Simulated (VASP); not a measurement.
# Cd (P6_3/mmc) in VASP: notebook

Cd is run at these levels: r2SCAN; tasks: single point, relaxation of cell and atoms.

Everything below comes from runs of VASP 6.6.1. Logs are shortened: lines on timing, memory, paths and dates and some standing lists are left out, and cuts for length are marked.

## 1. The cell of the first run

The structure is hexagonal, space group P6_3/mmc (No. 194). The conventional cell has a = 2.922 Å, b = 2.922 Å, c = 6.126 Å, α = 90.00°, β = 90.00°, γ = 120.00°. Cd (site symmetry -6m2) has 12 Cd at 2.92 to 3.50 Å within 3.8 Å.

## 2. Single point, r2SCAN

File POSCAR:

```
Cd
1.0
    2.9218852165      0.0000028315      0.0000000000
   -1.4609450604      2.5304254086      0.0000000000
    0.0000000000      0.0000000000      6.1261891944
Cd
2
Direct
    0.3333333333      0.6666666667      0.2500000000
    0.6666666667      0.3333333333      0.7500000000
```

File INCAR.step1:

```
PREC     = Accurate       # precision mode
ENCUT    = 520            # plane-wave cutoff, eV
ISMEAR   = 0              # smearing method
SIGMA    = 0.05           # smearing width, eV
LREAL    = F              # projectors in reciprocal space
LASPH    = T              # aspherical terms in the spheres
NELM     = 60             # most SCF steps
NBANDS   = 19             # bands
GGA      = PE             # functional
ALGO     = Normal         # electronic algorithm
EDIFF    = 1E-4           # SCF threshold, eV
LWAVE    = T              # write WAVECAR
LCHARG   = F              # write CHGCAR
```

File INCAR.step2:

```
PREC     = Accurate       # precision mode
ENCUT    = 520            # plane-wave cutoff, eV
EDIFF    = 1E-6           # SCF threshold, eV
ISMEAR   = 0              # smearing method
SIGMA    = 0.05           # smearing width, eV
LREAL    = F              # projectors in reciprocal space
LASPH    = T              # aspherical terms in the spheres
NELM     = 60             # most SCF steps
ALGO     = Normal         # electronic algorithm
ISIF     = 2              # what is computed and relaxed
LWAVE    = F              # write WAVECAR
LCHARG   = F              # write CHGCAR
METAGGA  = R2SCAN         # meta-GGA
LMIXTAU  = T            
NBANDS   = 19             # bands
ISTART   = 1
```

File KPOINTS:

```
Automatic mesh
0
Gamma
  9 9 4
```

Potentials or basis: VASP PAW PBE potentials, release 64 (Cd).

Command:

```
cat potpaw_PBE.64/Cd/POTCAR > POTCAR
cp INCAR.step1 INCAR
mpirun -np 1 vasp_std > vasp.out
cp INCAR.step2 INCAR
mpirun -np 1 vasp_std > vasp.out
```

OUTCAR:

```text
PREC = Accurate
   ENCUT = 520
   EDIFF = 1E-6
   ISMEAR = 0
   LREAL = F
   LASPH = T
   NELM = 60
   ISIF = 2
   METAGGA = R2SCAN
   ISTART = 1

 ion  position               nearest neighbor table
   1  0.333  0.667  0.250-   2 3.50   2 3.50   2 3.50   2 3.50   2 3.50   2 3.50
   2  0.667  0.333  0.750-   1 3.50   1 3.50   1 3.50   1 3.50   1 3.50   1 3.50

  LATTYP: Found a hexagonal cell.
 ALAT       =     2.9218852165
 C/A-ratio  =     2.0966563504

  Lattice vectors:

 A1 = (   2.9218852165,   0.0000028315,   0.0000000000)
 A2 = (  -1.4609450604,   2.5304254086,   0.0000000000)
 A3 = (   0.0000000000,   0.0000000000,   6.1261891944)

Analysis of symmetry for initial positions (statically):
=====================================================================
 Subroutine PRICEL returns:
 Original cell was already a primitive cell.

 Routine SETGRP: Setting up the symmetry group for a
 hexagonal supercell.

 Subroutine GETGRP returns: Found 24 space group operations
 (whereof 12 operations were pure point group operations)
 out of a pool of 24 trial point group operations.

The static configuration has the point symmetry D_3d.
 The point group associated with its full space group is D_6h.

Analysis of symmetry for dynamics (positions and initial velocities):
=====================================================================
 Subroutine PRICEL returns:
 Original cell was already a primitive cell.

 Routine SETGRP: Setting up the symmetry group for a
 hexagonal supercell.

 Subroutine GETGRP returns: Found 24 space group operations
 (whereof 12 operations were pure point group operations)
 out of a pool of 24 trial point group operations.

The dynamic configuration has the point symmetry D_3d.
 The point group associated with its full space group is D_6h.

 Subroutine INISYM returns: Found 24 space group operations
 (whereof 12 operations are pure point group operations),
 and found     1 'primitive' translations

----------------------------------------------------------------------------------------

                                     Primitive cell

  volume of cell :      45.2947

  direct lattice vectors                    reciprocal lattice vectors
     2.921885217  0.000002831  0.000000000     0.342244601  0.197595455  0.000000000
    -1.460945060  2.530425409  0.000000000    -0.000000383  0.395190246  0.000000000
     0.000000000  0.000000000  6.126189194     0.000000000  0.000000000  0.163233614

  length of vectors
     2.921885217  2.921885216  6.126189194     0.395190246  0.395190246  0.163233614

  position of ions in fractional coordinates (direct lattice)
     0.333333333  0.666666667  0.250000000
     0.666666667  0.333333333  0.750000000

  ion indices of the primitive-cell ions
   primitive index   ion index
                 1           1
                 2           2

----------------------------------------------------------------------------------------

 KPOINTS: Automatic mesh

Automatic generation of k-mesh.
 Grid dimensions read from file:
 generate k-points for:    9    9    4

 Generating k-lattice:

  Cartesian coordinates                     Fractional coordinates (reciprocal lattice)
     0.038027178  0.021955051  0.000000000     0.111111111  0.000000000  0.000000000
    -0.000000043  0.043910027  0.000000000    -0.000000000  0.111111111  0.000000000
     0.000000000  0.000000000  0.040808403     0.000000000  0.000000000  0.250000000

  Length of vectors
     0.043910027  0.043910027  0.040808403

  Shift w.r.t. Gamma in fractional coordinates (k-lattice)
     0.000000000  0.000000000  0.000000000

 Subroutine IBZKPT returns following result:
 ===========================================

 Found     36 irreducible k-points:

 Following reciprocal coordinates:
            Coordinates               Weight
  0.000000  0.000000  0.000000      1.000000
  0.111111  0.000000  0.000000      6.000000
  0.222222  0.000000  0.000000      6.000000
  0.333333  0.000000  0.000000      6.000000
  0.444444  0.000000  0.000000      6.000000
  0.111111  0.111111  0.000000      6.000000
[... 16 lines left out ...]
  0.333333  0.222222  0.250000     24.000000
  0.333333  0.333333  0.250000      4.000000
 [... further k-points ...]
   k-points           NKPTS =     36   k-points in BZ     NKDIM =     36   number of bands    NBANDS=     19
   number of dos      NEDOS =    301   number of ions     NIONS =      2
   total plane-waves  NPLWV =  27648
   dimension x,y,z NGX =    24 NGY =   24 NGZ =   48
   dimension x,y,z NGXF=    48 NGYF=   48 NGZF=   96
   ions per type =               2
   NGX,Y,Z   is equivalent  to a cutoff of  13.66, 13.66, 13.03 a.u.
   NGXF,Y,Z  is equivalent  to a cutoff of  27.31, 27.31, 26.05 a.u.
 SYSTEM =  unknown system
   PREC   = accura    normal or accurate (medium, high low for compatibility)
   ISTART =      1    job   : 0-new  1-cont  2-samecut
   ICHARG =      0    charge: 1-file 2-atom 10-const
   ISPIN  =      1    spin polarized calculation?
   LNONCOLLINEAR =      F non collinear calculations
   LSORBIT =      F    spin-orbit coupling
   LASPH  =      T    aspherical Exc in radial PAW
   ENCUT  =  520.0 eV  38.22 Ry    6.18 a.u.   5.43  5.43 11.39*2*pi/ulx,y,z
   NELM   =     60;   NELMIN=  2; NELMDL=  0     # of ELM steps
   EDIFF  = 0.1E-05   stopping-criterion for ELM
   LREAL  =      F    real-space projection
   EDIFFG = 0.1E-04   stopping-criterion for IOM
   NSW    =      0    number of steps for IOM
   IBRION =     -1    ionic relax: 0-MD 1-quasi-New 2-CG
   NFREE  =      0    steps in history (QN), initial steepest desc. (CG)
   ISIF   =      2    stress and relaxation
   ISYM   =      2    0-nonsym 1-usesym 2-fastsym
   POTIM  = 0.5000    time-step for ionic-motion
   TEBEG  =    0.0;   TEEND  =   0.0 temperature during run
   PSTRESS=    0.0 pullay stress
   NELECT =      24.0000    total number of electrons
   NUPDOWN=      -1.0000    fix difference up-down
   EMIN   =  10.00;   EMAX   =-10.00  energy-range for DOS
   EFERMI =   0.00;   METHOD = LEGACY
   ISMEAR =     0;   SIGMA  =   0.05  broadening in eV -4-tet -1-fermi 0-gaus
   EFERMI_NEDOS =   21; number of points for ismear=-14 and -15
   IALGO  =     38    algorithm
   IMIX   =      4    mixing-type and parameters
     AMIX     =   0.40;   BMIX     =  1.00
     AMIX_MAG =   1.60;   BMIX_MAG =  1.00
  volume/ion in A,a.u.               =      22.65       152.83
  Fermi-wavevector in a.u.,A,eV,Ry     =   1.324736  2.503389 23.877225  1.754926
  Thomas-Fermi vector in A             =   2.454249
   LORBIT       =      0    0 simple, 1 ext, 2 COOP (PROOUT), +10 PAW based schemes
   METAGGA = R2SCAN    functional components
   LHFCALC =     F    Hartree Fock is set to
   AEXX    =    0.0000 exact exchange contribution
   IVDW    =     0    specifies the selected vdW correction
   LEPSILON=     F    determine dielectric tensor
   LRPA    =     F    only Hartree local field effects (RPA)
 non-spin polarized calculation
 Gauss-broadening in eV      SIGMA  =   0.05
  energy-cutoff  :      520.00
  volume of cell :       45.29
 maximum number of plane-waves:      1253
 NGX is ok and might be reduce to    24
   NGX = 11   NGY = 11   NGZ = 23

 number of electron      24.0000006 magnetization

 Free energy of the ion-electron system (eV)
  ---------------------------------------------------
  ext. energy  EPLUGINS =         0.00000000
  ---------------------------------------------------
  free energy    TOTEN  =       -40.20628876 eV

  energy without entropy =      -40.20526356  energy(sigma->0) =      -40.20577616

 E-fermi :   2.7785     XC(G=0): -11.4734

 val. band max:        2.7711219183   @ k =   0.1111   0.1111   0.2500
 cond. band min:       2.9061188592   @ k =   0.3333   0.2222   0.2500
 fundamental gap:      0.1349969408
 Fermi energy:         2.7785337998

 k-point     1 :       0.0000    0.0000    0.0000
  band No.  band energies     occupation
      1      -7.7981      2.00000
      2      -7.6642      2.00000
      3      -7.0893      2.00000
      4      -7.0893      2.00000
      5      -7.0635      2.00000
      6      -7.0635      2.00000
[... 11 lines left out ...]
     18      19.6242      0.00000
     19      19.6242      0.00000

 k-point     2 :       0.1111    0.0000    0.0000
  band No.  band energies     occupation
      1      -7.6560      2.00000
      2      -7.5254      2.00000
      3      -7.1425      2.00000
      4      -7.1081      2.00000
      5      -6.9617      2.00000
      6      -6.9379      2.00000
[... 11 lines left out ...]
     18      17.9656      0.00000
     19      19.4766      0.00000

 k-point     3 :       0.2222    0.0000    0.0000
  band No.  band energies     occupation
      1      -7.5849      2.00000
      2      -7.4588      2.00000
      3      -7.0876      2.00000
      4      -6.9551      2.00000
      5      -6.8817      2.00000
      6      -6.7062      2.00000
[... 11 lines left out ...]
     18      15.7809      0.00000
     19      16.2074      0.00000

 k-point     4 :       0.3333    0.0000    0.0000
  band No.  band energies     occupation
      1      -7.7802      2.00000
      2      -7.6658      2.00000
      3      -7.2265      2.00000
      4      -6.9555      2.00000
      5      -6.8064      2.00000
      6      -6.6114      2.00000
[... 407 lines left out ...]
     18      11.7304      0.00000
     19      14.7058      0.00000

 k-point    23 :       0.3333    0.2222    0.2500
  band No.  band energies     occupation
      1      -7.3873      2.00000
      2      -7.3252      2.00000
      3      -7.2496      2.00000
      4      -7.1232      2.00000
      5      -6.8931      2.00000
      6      -6.6799      2.00000
[... 11 lines left out ...]
     18      10.8472      0.00000
     19      13.6589      0.00000

 k-point    24 :       0.3333    0.3333    0.2500
  band No.  band energies     occupation
      1      -7.1657      2.00000
      2      -7.0778      2.00000
      3      -7.0778      2.00000
      4      -6.9530      2.00000
      5      -6.9076      2.00000
      6      -6.9076      2.00000
[... 11 lines left out ...]
     18      10.2175      0.00000
     19      11.7115      0.00000

 [... further k-points ...]

------------------------ aborting loop because EDIFF is reached ----------------------------------------

  FORCE on cell =-STRESS in cart. coord.  units (eV):
  Direction    XX          YY          ZZ          XY          YZ          ZX
  --------------------------------------------------------------------------------------
  -------------------------------------------------------------------------------------
  Total        0.1352548      0.1352548      0.0381758      0.0000000      0.0000000      0.0000000
  in kB        4.7842714      4.7842714      1.3503666      0.0000000      0.0000000      0.0000000
  external PRESSURE =       3.6396365 kB  Pullay stress =       0.0000000 kB

 VOLUME and BASIS-vectors are now :
 -----------------------------------------------------------------------------
  energy-cutoff  :      520.00
  volume of cell :       45.29
      direct lattice vectors                 reciprocal lattice vectors
     2.921885217  0.000002831  0.000000000     0.342244601  0.197595455  0.000000000
    -1.460945060  2.530425409  0.000000000    -0.000000383  0.395190246  0.000000000
     0.000000000  0.000000000  6.126189194     0.000000000  0.000000000  0.163233614

 POSITION                                       TOTAL-FORCE (eV/Angst)
 -----------------------------------------------------------------------------------
     -0.00000      1.68695      1.53155        -0.000000      0.000000      0.000000
      1.46094      0.84348      4.59464         0.000000     -0.000000      0.000000
 -----------------------------------------------------------------------------------
    total drift:                                0.000000     -0.000000      0.000000

  FREE ENERGIE OF THE ION-ELECTRON SYSTEM (eV)
  ---------------------------------------------------
  free  energy   TOTEN  =       -40.2062887574 eV

  energy  without entropy=      -40.2052635635  energy(sigma->0) =      -40.20577616
```

Run time: 88 s. Hardware: 1 thread of Intel Xeon Platinum 8259CL at 2.50GHz (Skylake/Cascade Lake), shared host; peak memory 0.18 GiB.

What came out:

```yaml
Free_energy: -40.2063 eV
Pressure: 0.4 GPa
Band_gap_on_the_k_mesh: zero (bands 12 and 13 overlap by 4.68 eV)
```

Stress tensor (GPa, compression positive):
```
0.48 0.00 0.00
0.00 0.48 0.00
0.00 0.00 0.14
```

Levels at points of the mesh, in eV from the Fermi level:
| k point | band 10 | band 11 | band 12 | band 13 | band 14 | band 15 |
| --- | --- | --- | --- | --- | --- | --- |
| (0.00, 0.00, 0.00) | -9.07 | -8.97 | -4.49 | -3.30 | 7.87 | 12.42 |
| (0.00, 0.00, 0.50) | -9.13 | -7.69 | -7.69 | 2.03 | 2.03 | 15.96 |

Caveat: the PAW data sets were made with another functional, which shifts forces and pressure a little.

## 3. Relaxation of cell and atoms, r2SCAN

This run uses another cell than the first one, of 21.59 Å³/atom.

File POSCAR:

```
Cd
1.0
    2.9788700000      0.0000000000      0.0000000000
   -1.4894400000      2.5797800000      0.0000000000
    0.0000000000      0.0000000000      5.6176500000
Cd
2
Direct
    0.3333333333      0.6666666667      0.2500000000
    0.6666666667      0.3333333333      0.7500000000
```

File INCAR.step1:

```
SYSTEM = Cd
PREC = Accurate
ENCUT = 600
ISMEAR = 0
SIGMA = 0.05
LREAL = .FALSE.
LASPH = .TRUE.
NELM = 80
GGA = PE
ALGO = Normal
EDIFF = 1E-4
LWAVE = .TRUE.
LCHARG = .FALSE.
```

File INCAR.step2:

```
SYSTEM = Cd
PREC = Accurate
ENCUT = 600
EDIFF = 1E-6
ISMEAR = 0
SIGMA = 0.05
LREAL = .FALSE.
LASPH = .TRUE.
NELM = 80
ALGO = Normal
ISIF = 3
LWAVE = .FALSE.
LCHARG = .FALSE.
METAGGA = R2SCAN
LMIXTAU = .TRUE.
IBRION = 2
NSW = 80
EDIFFG = -0.01
ISTART = 1
```

File KPOINTS:

```
Automatic mesh
0
G
  9 9 4
  0 0 0
```

Potentials or basis: VASP PAW PBE potentials, release 64 (Cd).

Command:

```
cat potpaw_PBE.64/Cd/POTCAR > POTCAR
cp INCAR.step1 INCAR
mpirun -np 1 vasp_std > vasp.out
cp INCAR.step2 INCAR
mpirun -np 1 vasp_std > vasp.out
```

Wall time 12 min (1 thread of Intel Xeon Platinum 8259CL at 2.50GHz (Skylake/Cascade Lake), shared host); peak memory 0.2 GiB.

It converged, with:

* Free energy: -40.2050 eV
* Relaxed volume: 22.75 Å³/atom
* Relaxed cell: a = 2.927 Å, b = 2.927 Å, c = 6.131 Å, α = 90.00°, β = 90.00°, γ = 120.00°
* Space group after relaxing (to 0.1 Å): P6_3/mmc (No. 194)
* Energy gained by relaxing: 25.5 meV/atom
* Ionic steps: 11
* Pressure after relaxing: 0.0 GPa
* Band gap on the k mesh: zero (bands 12 and 13 overlap by 4.65 eV)

Step by step:
| step | energy change (eV) | largest force (eV/Å) | pressure (GPa) | volume (Å³) |
| --- | --- | --- | --- | --- |
| 1 | 0.0000 | 0.0000 | 0.78 | 43.17 |
| 2 | -0.0109 | 0.0000 | 0.28 | 43.83 |
| 3 | -0.0430 | 0.0000 | -1.21 | 45.79 |
| 4 | -0.0489 | 0.0000 | -0.53 | 45.58 |
| 5 | -0.0505 | 0.0000 | -0.18 | 45.47 |
| 6 | -0.0489 | 0.0000 | 0.67 | 45.25 |
| 7 | -0.0510 | 0.0000 | 0.05 | 45.41 |
| 8 | -0.0510 | 0.0000 | 0.10 | 45.40 |
| 9 | -0.0510 | 0.0000 | 0.07 | 45.44 |
| 10 | -0.0510 | 0.0000 | 0.06 | 45.46 |
| 11 | -0.0510 | 0.0000 | 0.00 | 45.50 |

Final structure:
```cif
data_structure
_symmetry_space_group_name_H-M 'P 1'
_symmetry_Int_Tables_number 1
_cell_length_a 2.9273
_cell_length_b 2.9273
_cell_length_c 6.1311
_cell_angle_alpha 90.000
_cell_angle_beta 90.000
_cell_angle_gamma 120.000
_cell_volume 45.50
loop_
_atom_site_label
_atom_site_type_symbol
_atom_site_fract_x
_atom_site_fract_y
_atom_site_fract_z
_atom_site_occupancy
Cd1 Cd 0.33333 0.66667 0.25000 1
Cd2 Cd 0.66667 0.33333 0.75000 1
```

Levels at points of the mesh, in eV from the Fermi level:
| k point | band 9 | band 10 | band 11 | band 12 | band 13 | band 14 | band 15 | band 16 |
| --- | --- | --- | --- | --- | --- | --- | --- | --- |
| (0.00, 0.00, 0.00) | -9.08 | -9.08 | -8.95 | -4.48 | -3.29 | 7.86 | 12.39 | 15.63 |
| (0.00, 0.00, 0.50) | -9.13 | -9.13 | -7.68 | -7.68 | 2.03 | 2.03 | 15.91 | 15.91 |

Caveat: the PAW data sets were made with another functional, which shifts forces and pressure a little. Zero-point motion and thermal expansion aren't in these numbers.

The gap in the log of VASP goes by the Fermi energy; the results here count the filled bands.